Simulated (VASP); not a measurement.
# C (P6_3/mmc) in VASP: a series of runs, part 3 of 3

VASP 6.6.1. Earlier steps stand in the parts before.

**5. Single point, PBE+D3(BJ) (strain -0.040 along x and y, +0.000 along z)**

File INCAR:

```
ALGO = Normal
EDIFF = 1E-7
ENCUT = 520
GGA = PE
ISIF = 2
ISMEAR = 0
IVDW = 12
LASPH = T
LCHARG = F
LREAL = F
LWAVE = F
NBANDS = 16
NELM = 80
PREC = Accurate
SIGMA = 0.15
```

File KPOINTS:

```
k-points
0
Gamma
  24 24 8
```

File POSCAR:

```
C
1.0
    2.3663804789      0.0000000000      0.0000000000
   -1.1831902394      2.0493456097      0.0000000000
    0.0000000000      0.0000000000      6.7384326307
C
4
Direct
    0.0000000000      0.0000000000      0.0025000000
    0.0000000000      0.0000000000      0.5025000000
    0.3333333333      0.6666666667      0.0025000000
    0.6666666667      0.3333333333      0.5025000000
```

Potentials or basis: VASP PAW PBE potentials, release 64 (C).

Launch:

```sh
cat potpaw_PBE.64/C/POTCAR > POTCAR
mpirun -np 1 vasp_std > vasp.out
```

OUTCAR:

```text
EDIFF = 1E-7
   ENCUT = 520
   GGA = PE
   ISIF = 2
   ISMEAR = 0
   IVDW = 12
   LASPH = T
   LREAL = F
   NELM = 80
   PREC = Accurate
 IVDW          = 12

 ion  position               nearest neighbor table
   1  0.000  0.000  0.002-   3 1.37   3 1.37   3 1.37
   2  0.000  0.000  0.502-   4 1.37   4 1.37   4 1.37
   3  0.333  0.667  0.002-   1 1.37   1 1.37   1 1.37
   4  0.667  0.333  0.502-   2 1.37   2 1.37   2 1.37

  LATTYP: Found a hexagonal cell.
 ALAT       =     2.3663804789
 C/A-ratio  =     2.8475693959

  Lattice vectors:

 A1 = (   2.3663804789,   0.0000000000,   0.0000000000)
 A2 = (  -1.1831902394,   2.0493456097,   0.0000000000)
 A3 = (   0.0000000000,   0.0000000000,   6.7384326307)

Analysis of symmetry for initial positions (statically):
=====================================================================
 Subroutine PRICEL returns:
 Original cell was already a primitive cell.

 Routine SETGRP: Setting up the symmetry group for a
 hexagonal supercell.

 Subroutine GETGRP returns: Found 24 space group operations
 (whereof  6 operations were pure point group operations)
 out of a pool of 24 trial point group operations.

The static configuration has the point symmetry C_3v.
 The point group associated with its full space group is D_6h.

Analysis of symmetry for dynamics (positions and initial velocities):
=====================================================================
 Subroutine PRICEL returns:
 Original cell was already a primitive cell.

 Routine SETGRP: Setting up the symmetry group for a
 hexagonal supercell.

 Subroutine GETGRP returns: Found 24 space group operations
 (whereof  6 operations were pure point group operations)
 out of a pool of 24 trial point group operations.

The dynamic configuration has the point symmetry C_3v.
 The point group associated with its full space group is D_6h.

 Subroutine INISYM returns: Found 24 space group operations
 (whereof  6 operations are pure point group operations),
 and found     1 'primitive' translations

----------------------------------------------------------------------------------------

                                     Primitive cell

  volume of cell :      32.6782

  direct lattice vectors                    reciprocal lattice vectors
     2.366380479  0.000000000  0.000000000     0.422586312  0.243980321  0.000000000
    -1.183190239  2.049345610  0.000000000     0.000000000  0.487960642  0.000000000
     0.000000000  0.000000000  6.738432631     0.000000000  0.000000000  0.148402463

  length of vectors
     2.366380479  2.366380479  6.738432631     0.487960642  0.487960642  0.148402463

  position of ions in fractional coordinates (direct lattice)
     0.000000000  0.000000000  0.002500000
     0.000000000  0.000000000  0.502500000
     0.333333333  0.666666667  0.002500000
     0.666666667  0.333333333  0.502500000

  ion indices of the primitive-cell ions
   primitive index   ion index
                 1           1
                 2           2
                 3           3
[... 24 lines left out ...]
 ===========================================

 Found    305 irreducible k-points:

 Following reciprocal coordinates:
            Coordinates               Weight
  0.000000  0.000000  0.000000      1.000000
  0.041667  0.000000  0.000000      6.000000
  0.083333  0.000000  0.000000      6.000000
  0.125000  0.000000  0.000000      6.000000
  0.166667 -0.000000  0.000000      6.000000
  0.208333 -0.000000  0.000000      6.000000
[... 16 lines left out ...]
  0.416667  0.041667  0.000000     12.000000
  0.458333  0.041667  0.000000     12.000000
 [... further k-points ...]
   k-points           NKPTS =    305   k-points in BZ     NKDIM =    305   number of bands    NBANDS=     16
   number of dos      NEDOS =    301   number of ions     NIONS =      4
   total plane-waves  NPLWV =  16200
   dimension x,y,z NGX =    18 NGY =   18 NGZ =   50
   dimension x,y,z NGXF=    36 NGYF=   36 NGZF=  100
   ions per type =               4
   NGX,Y,Z   is equivalent  to a cutoff of  12.65, 12.65, 12.34 a.u.
   NGXF,Y,Z  is equivalent  to a cutoff of  25.29, 25.29, 24.67 a.u.
 SYSTEM =  unknown system
   PREC   = accura    normal or accurate (medium, high low for compatibility)
   ISTART =      0    job   : 0-new  1-cont  2-samecut
   ICHARG =      2    charge: 1-file 2-atom 10-const
   ISPIN  =      1    spin polarized calculation?
   LNONCOLLINEAR =      F non collinear calculations
   LSORBIT =      F    spin-orbit coupling
   LASPH  =      T    aspherical Exc in radial PAW
   ENCUT  =  520.0 eV  38.22 Ry    6.18 a.u.   4.40  4.40 12.53*2*pi/ulx,y,z
   NELM   =     80;   NELMIN=  2; NELMDL= -5     # of ELM steps
   EDIFF  = 0.1E-06   stopping-criterion for ELM
   LREAL  =      F    real-space projection
   EDIFFG = 0.1E-05   stopping-criterion for IOM
   NSW    =      0    number of steps for IOM
   IBRION =     -1    ionic relax: 0-MD 1-quasi-New 2-CG
   NFREE  =      0    steps in history (QN), initial steepest desc. (CG)
   ISIF   =      2    stress and relaxation
   ISYM   =      2    0-nonsym 1-usesym 2-fastsym
   POTIM  = 0.5000    time-step for ionic-motion
   TEBEG  =    0.0;   TEEND  =   0.0 temperature during run
   PSTRESS=    0.0 pullay stress
   NELECT =      16.0000    total number of electrons
   NUPDOWN=      -1.0000    fix difference up-down
   EMIN   =  10.00;   EMAX   =-10.00  energy-range for DOS
   EFERMI =   0.00;   METHOD = LEGACY
   ISMEAR =     0;   SIGMA  =   0.15  broadening in eV -4-tet -1-fermi 0-gaus
   EFERMI_NEDOS =   21; number of points for ismear=-14 and -15
   IALGO  =     38    algorithm
   IMIX   =      4    mixing-type and parameters
     AMIX     =   0.40;   BMIX     =  1.00
     AMIX_MAG =   1.60;   BMIX_MAG =  1.00
  volume/ion in A,a.u.               =       8.17        55.13
  Fermi-wavevector in a.u.,A,eV,Ry     =   1.290314  2.438339 22.652464  1.664909
  Thomas-Fermi vector in A             =   2.422153
   LORBIT       =      0    0 simple, 1 ext, 2 COOP (PROOUT), +10 PAW based schemes
   GGA     = PE    functional components
   LHFCALC =     F    Hartree Fock is set to
   AEXX    =    0.0000 exact exchange contribution
   IVDW    =    12    specifies the selected vdW correction
   LEPSILON=     F    determine dielectric tensor
   LRPA    =     F    only Hartree local field effects (RPA)
 non-spin polarized calculation
 Gauss-broadening in eV      SIGMA  =   0.15
  energy-cutoff  :      520.00
  volume of cell :       32.68
 maximum number of plane-waves:       931
 NGX is ok and might be reduce to    18
   NGX =  9   NGY =  9   NGZ = 25

 number of electron      16.0000005 magnetization

 Free energy of the ion-electron system (eV)
  ---------------------------------------------------
  ext. energy  EPLUGINS =         0.00000000
  ---------------------------------------------------
  free energy    TOTEN  =       -36.34020428 eV

  energy without entropy =      -36.33953311  energy(sigma->0) =      -36.33986870

 E-fermi :   5.3936     XC(G=0): -10.5388

 val. band max:        5.3923561112   @ k =   0.3333   0.3333   0.5000
 cond. band min:       5.3936468925   @ k =   0.3333   0.3333   0.2500
 fundamental gap:      0.0012907813
 Fermi energy:         5.3936239316

 k-point     1 :       0.0000    0.0000    0.0000
  band No.  band energies     occupation
      1     -15.2471      2.00000
      2     -14.9736      2.00000
      3      -3.9254      2.00000
      4      -2.0876      2.00000
      5       2.4505      2.00000
      6       2.4505      2.00000
[... 433 lines left out ...]
      3      -8.3988      2.00000
      4      -8.2555      2.00000
      5      -1.4874      2.00000
      6      -1.4409      2.00000
[... 8 lines left out ...]
     15      20.0174      0.00000
     16      21.0494      0.00000

 [... further k-points ...]

------------------------ aborting loop because EDIFF is reached ----------------------------------------

 Edisp (eV)   -0.59598

 E8    (eV) :    -0.1687

  FORCE on cell =-STRESS in cart. coord.  units (eV):
  Direction    XX          YY          ZZ          XY          YZ          ZX
  --------------------------------------------------------------------------------------
  -------------------------------------------------------------------------------------
  Total      13.19761    13.19761    -0.03913     0.00000     0.00000     0.00000
  in kB     647.06416   647.06416    -1.91826     0.00000     0.00000     0.00000
  external pressure =      430.74 kB  Pullay stress =        0.00 kB

 VOLUME and BASIS-vectors are now :
 -----------------------------------------------------------------------------
  energy-cutoff  :      520.00
  volume of cell :       32.68
      direct lattice vectors                 reciprocal lattice vectors
     2.366380479  0.000000000  0.000000000     0.422586312  0.243980321  0.000000000
    -1.183190239  2.049345610  0.000000000     0.000000000  0.487960642  0.000000000
     0.000000000  0.000000000  6.738432631     0.000000000  0.000000000  0.148402463

 POSITION                                       TOTAL-FORCE (eV/Angst)
 -----------------------------------------------------------------------------------
      0.00000      0.00000      0.01685         0.000000     -0.000000     -0.000000
      0.00000      0.00000      3.38606        -0.000000      0.000000      0.000000
     -0.00000      1.36623      0.01685         0.000000      0.000000      0.000000
      1.18319      0.68312      3.38606        -0.000000     -0.000000      0.000000
 -----------------------------------------------------------------------------------
    total drift:                               -0.000000     -0.000000      0.000020

  FREE ENERGIE OF THE ION-ELECTRON SYSTEM (eV)
  ---------------------------------------------------
  free  energy   TOTEN  =       -36.9361870815 eV

  energy  without entropy=      -36.9355159145  energy(sigma->0) =      -36.93585150
```

stdout:

```text
POSCAR found type information on POSCAR C
 POSCAR found :  1 types and       4 ions
 scaLAPACK will be used
 LDA part: xc-table for (Slater+PW92), standard interpolation
 POSCAR, INCAR and KPOINTS ok, starting setup
 FFT: planning ... GRIDC
 FFT: planning ... GRID_SOFT
 FFT: planning ... GRID
 WAVECAR not read
 entering main loop
```

Wall time 53 s (1 thread of Intel Xeon 6975P-C (Granite Rapids), shared host); peak memory 0.24 GiB.

What came out:

```yaml
Free_energy: -36.9362 eV
Pressure: 43.1 GPa
Band_gap_on_the_k_mesh: zero (band 8 reaches 5.40 eV, above the bottom of band 9 at 5.38 eV)
Dispersion_energy_per_atom: -0.149 eV
```

Caveat: the cell differs from its parent crystal (strain -0.040 along x and y, +0.000 along z).

**6. Single point, PBE+D3(BJ) (strain +0.000 along x and y, -0.040 along z)**

File INCAR:

```
PREC = Accurate
ENCUT = 520
EDIFF = 1E-6
ISMEAR = 0
SIGMA = 0.15
LREAL = False
LASPH = True
NELM = 60
ALGO = Normal
ISIF = 2
LWAVE = False
LCHARG = False
GGA = PE
IVDW = 12
NBANDS = 16
```

File KPOINTS:

```
Automatic mesh
0
Gamma
  24 24 8
```

File POSCAR:

```
C
1.0
    2.4649796655      0.0000000000      0.0000000000
   -1.2324898327      2.1347350101      0.0000000000
    0.0000000000      0.0000000000      6.4688953255
C
4
Direct
    0.0000000000      0.0000000000      0.0025000000
    0.0000000000      0.0000000000      0.5025000000
    0.3333333333      0.6666666667      0.0025000000
    0.6666666667      0.3333333333      0.5025000000
```

Potentials or basis: VASP PAW PBE potentials, release 64 (C).

Launch:

```sh
cat potpaw_PBE.64/C/POTCAR > POTCAR
mpirun -np 1 vasp_std > vasp.out
```

OUTCAR:

```text
PREC = Accurate
   ENCUT = 520
   EDIFF = 1E-6
   ISMEAR = 0
   LREAL = False
   LASPH = True
   NELM = 60
   ISIF = 2
   GGA = PE
   IVDW = 12
 IVDW          = 12

 ion  position               nearest neighbor table
   1  0.000  0.000  0.002-   3 1.42   3 1.42   3 1.42
   2  0.000  0.000  0.502-   4 1.42   4 1.42   4 1.42
   3  0.333  0.667  0.002-   1 1.42   1 1.42   1 1.42
   4  0.667  0.333  0.502-   2 1.42   2 1.42   2 1.42

  LATTYP: Found a hexagonal cell.
 ALAT       =     2.4649796655
 C/A-ratio  =     2.6243199553
[... 657 lines left out ...]

  FORCE on cell =-STRESS in cart. coord.  units (eV):
  Direction    XX          YY          ZZ          XY          YZ          ZX
  --------------------------------------------------------------------------------------
  -------------------------------------------------------------------------------------
  Total       0.12526     0.12526     0.35511     0.00000    -0.00000     0.00000
  in kB       5.89573     5.89573    16.71424     0.00000    -0.00000     0.00000
  external pressure =        9.50 kB  Pullay stress =        0.00 kB

 VOLUME and BASIS-vectors are now :
 -----------------------------------------------------------------------------
  energy-cutoff  :      520.00
  volume of cell :       34.04
      direct lattice vectors                 reciprocal lattice vectors
     2.464979666  0.000000000  0.000000000     0.405682860  0.234221108  0.000000000
    -1.232489833  2.134735010  0.000000000     0.000000000  0.468442217  0.000000000
     0.000000000  0.000000000  6.468895326     0.000000000  0.000000000  0.154585899

 POSITION                                       TOTAL-FORCE (eV/Angst)
 -----------------------------------------------------------------------------------
      0.00000      0.00000      0.01617         0.000000     -0.000000     -0.000000
      0.00000      0.00000      3.25062        -0.000000      0.000000      0.000000
     -0.00000      1.42316      0.01617        -0.000000     -0.000000     -0.000000
      1.23249      0.71158      3.25062        -0.000000     -0.000000      0.000000
 -----------------------------------------------------------------------------------
    total drift:                               -0.000000     -0.000000     -0.000010

  FREE ENERGIE OF THE ION-ELECTRON SYSTEM (eV)
  ---------------------------------------------------
  free  energy   TOTEN  =       -37.4628954614 eV

  energy  without entropy=      -37.4622307114  energy(sigma->0) =      -37.46256309
```

OSZICAR:

```text
N       E                     dE             d eps       ncg     rms          rms(c)
DAV:   1     0.288565664891E+02    0.28857E+02   -0.80212E+03  9760   0.940E+02
DAV:   2    -0.366076661440E+02   -0.65464E+02   -0.59776E+02 13808   0.184E+02
DAV:   3    -0.391208978774E+02   -0.25132E+01   -0.25019E+01 12904   0.331E+01
DAV:   4    -0.391406922849E+02   -0.19794E-01   -0.19783E-01 12200   0.352E+00
DAV:   5    -0.391409910098E+02   -0.29872E-03   -0.29871E-03 12640   0.411E-01    0.893E+00
DAV:   6    -0.373599528530E+02    0.17810E+01   -0.11713E+00 11784   0.694E+00    0.521E+00
DAV:   7    -0.368024150075E+02    0.55754E+00   -0.14321E+00 12224   0.780E+00    0.148E+00
DAV:   8    -0.368110224742E+02   -0.86075E-02   -0.73725E-02 11848   0.162E+00    0.348E-01
DAV:   9    -0.368097180157E+02    0.13045E-02   -0.19491E-03 12216   0.314E-01    0.902E-02
DAV:  10    -0.368098947573E+02   -0.17674E-03   -0.50055E-04 10928   0.148E-01    0.686E-02
DAV:  11    -0.368098855286E+02    0.92287E-05   -0.34260E-05 12640   0.405E-02    0.359E-03
DAV:  12    -0.368098860981E+02   -0.56949E-06   -0.14873E-06 11352   0.825E-03
   1 F= -.37462895E+02 E0= -.37462563E+02  d E =-.664750E-03
```

It took 47 s on 1 thread of Intel Xeon 6975P-C (Granite Rapids), shared host; peak memory 0.24 GiB.

Results:

```yaml
Free_energy: -37.4629 eV
Pressure: 1.0 GPa
Band_gap_on_the_k_mesh: zero (band 8 reaches 5.01 eV, above the bottom of band 9 at 4.97 eV)
Dispersion_energy_per_atom: -0.163 eV
```

Stress tensor (GPa, compression positive):
```
0.59 0.00 0.00
0.00 0.59 0.00
0.00 0.00 1.67
```

Levels at points of the mesh, in eV from the Fermi level:
| k point | band 5 | band 6 | band 7 | band 8 | band 9 | band 10 | band 11 | band 12 |
| --- | --- | --- | --- | --- | --- | --- | --- | --- |
| (0.00, 0.00, 0.00) | -3.00 | -3.00 | -2.97 | -2.97 | 4.63 | 8.33 | 8.33 | 8.40 |
| (0.50, 0.00, 0.00) | -6.41 | -6.33 | -2.86 | -2.03 | 1.55 | 2.31 | 7.17 | 7.68 |
| (0.00, 0.00, 0.50) | -2.99 | -2.99 | -2.99 | -2.99 | 7.57 | 7.57 | 8.37 | 8.37 |
| (0.50, 0.00, 0.50) | -6.37 | -6.37 | -2.35 | -2.35 | 1.66 | 1.66 | 7.41 | 7.41 |

Caveat: the cell differs from its parent crystal (strain +0.000 along x and y, -0.040 along z).

**7. Overview**

| cell | gap on the mesh (eV) | pressure (GPa) |
| --- | --- | --- |
| a = 2.366, b = 2.366, c = 6.469 Å, angles 90.0, 90.0, 120.0°, 4 atoms | none | 45.4 |
| a = 2.268, b = 2.268, c = 7.278 Å, angles 90.0, 90.0, 120.0°, 4 atoms | none | 90.3 |
| a = 2.465, b = 2.465, c = 6.199 Å, angles 90.0, 90.0, 120.0°, 4 atoms | none | 1.8 |
| a = 2.366, b = 2.366, c = 6.738 Å, angles 90.0, 90.0, 120.0°, 4 atoms | none | 43.1 |
| a = 2.465, b = 2.465, c = 6.469 Å, angles 90.0, 90.0, 120.0°, 4 atoms | none | 1.0 |

Alike in all rows: task single point; level PBE+D3(BJ); potentials or basis VASP PAW PBE potentials, release 64 (C); no spin polarisation; k mesh 24 × 24 × 8; cutoff (eV) 520; smearing gaussian 0.15 eV.

Caveats: pairwise dispersion overbinds metals, which lowers pressure and volume (some runs).

Absolute energies hang on the potentials; compare differences alone.
